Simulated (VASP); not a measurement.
# GaP: single point with PBEsol

GaP:

```
CELL_PARAMETERS angstrom
1.94302 1.12180 6.43081
-1.94302 1.12180 6.43081
0.00000 -2.24360 6.43081
ATOMIC_POSITIONS crystal
Ga 0.43537 0.43537 0.43537
Ga 0.56463 0.56463 0.56463
P 0.05739 0.05739 0.05739
P 0.94261 0.94261 0.94261
```

```yaml
Program: VASP 6.6.1
Task: single point
Functional: PBEsol
Potentials_or_basis: VASP PAW PBE potentials, release 64 (Ga_d, P)
Cutoff: 520 eV
k_mesh: 2 × 2 × 2
Occupations: gaussian, width 0.01 eV
Spin: no spin polarisation
```

```
Pressure               : 0.9 GPa
Largest force          : 0.377 eV/Å
Band gap on the k mesh : 0.67 eV, indirect (least direct gap 0.91 eV)
```

Forces on the atoms (eV/Å):
```
Ga   0.000  0.000  0.301
Ga   0.000  0.000 -0.301
P    0.000  0.000 -0.377
P    0.000  0.000  0.377
```

Stress tensor (GPa, compression positive):
```
 3.93  0.00  0.00
 0.00  3.93  0.00
 0.00  0.00 -5.30
```

Levels at points of the mesh, in eV from the valence-band top:
| k point | band 15 | band 16 | band 17 | band 18 | band 19 | band 20 | band 21 | band 22 |
| --- | --- | --- | --- | --- | --- | --- | --- | --- |
| (0.00, 0.00, 0.00) | -1.78 | -0.28 | 0.00 | 0.00 | 0.91 | 1.41 | 2.59 | 3.49 |
| (0.50, 0.00, 0.00) | -4.51 | -2.85 | -2.78 | -1.81 | 1.43 | 2.49 | 3.56 | 4.32 |
| (0.50, 0.50, 0.00) | -3.82 | -3.14 | -1.25 | -0.58 | 0.67 | 1.26 | 1.36 | 3.86 |
| (0.50, 0.50, 0.50) | -1.69 | -1.69 | -0.27 | -0.27 | 0.93 | 2.14 | 3.70 | 3.70 |

Wall time 50 s on 1 thread of Intel(R) Xeon(R) Platinum 8488C (Sapphire Rapids), on a shared host, peak memory 0.36 GiB.

Caveat: the k points lie up to 0.95 Å⁻¹ apart; the PAW data sets were made with another functional, which shifts forces and pressure a little. A k mesh can miss the band edges.
